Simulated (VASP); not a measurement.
Si: single point with LDA

Crystal: Si.

```xyz
8
Lattice="5.4020 0.0000 0.0000 0.0000 5.4020 0.0000 0.0000 0.0000 5.4020" Properties=species:S:1:pos:R:3 pbc="T T T"
Si    0.0000    0.0000    0.0000
Si    0.0000    2.7010    2.7010
Si    2.7010    0.0000    2.7010
Si    2.7010    2.7010    0.0000
Si    1.3505    1.3505    1.3505
Si    1.3505    4.0515    4.0515
Si    4.0515    1.3505    4.0515
Si    4.0515    4.0515    1.3505
```

| Quantity | Value |
| --- | --- |
| Program | VASP 6.6.1 |
| Task | single point |
| Functional | LDA |
| Potentials or basis | VASP PAW LDA potentials, release 64 (Si) |
| Cutoff | 520 eV |
| k mesh | 6 × 6 × 6 |
| Occupations | gaussian, width 0.01 eV |
| Spin | no spin polarisation |
| Dipole correction | no |
| Further INCAR settings | ALGO = Normal; EDIFF = 1e-06; NBANDS = 26 |

```json
{
 "Pressure": "0.0 GPa",
 "Band gap on the k mesh": "0.44 eV"
}
```

Levels at points of the mesh, in eV from the valence-band top:
```csv
k point,band 12,band 13,band 14,band 15,band 16,band 17,band 18,band 19,band 20,band 21
"(0.00, 0.00, 0.00)",-2.89,-2.89,0.00,0.00,0.00,0.57,0.57,0.57,0.57,0.57
"(0.50, 0.00, 0.00)",-3.52,-1.92,-1.92,-1.92,-1.92,1.03,1.03,3.03,3.03,4.18
"(0.50, 0.50, 0.00)",-3.84,-1.34,-1.34,-1.34,-1.34,2.38,2.38,2.38,2.38,4.77
"(0.50, 0.50, 0.50)",-1.21,-1.21,-1.21,-1.21,-1.21,1.49,1.49,1.49,1.49,3.29
```

Wall time 74 s on 1 thread of Intel(R) Xeon(R) Platinum 8488C (Sapphire Rapids), with other jobs on the host, peak memory 0.21 GiB.

A k mesh can miss the band edges. LDA gaps usually lie below the measured ones, often by a third to a half.
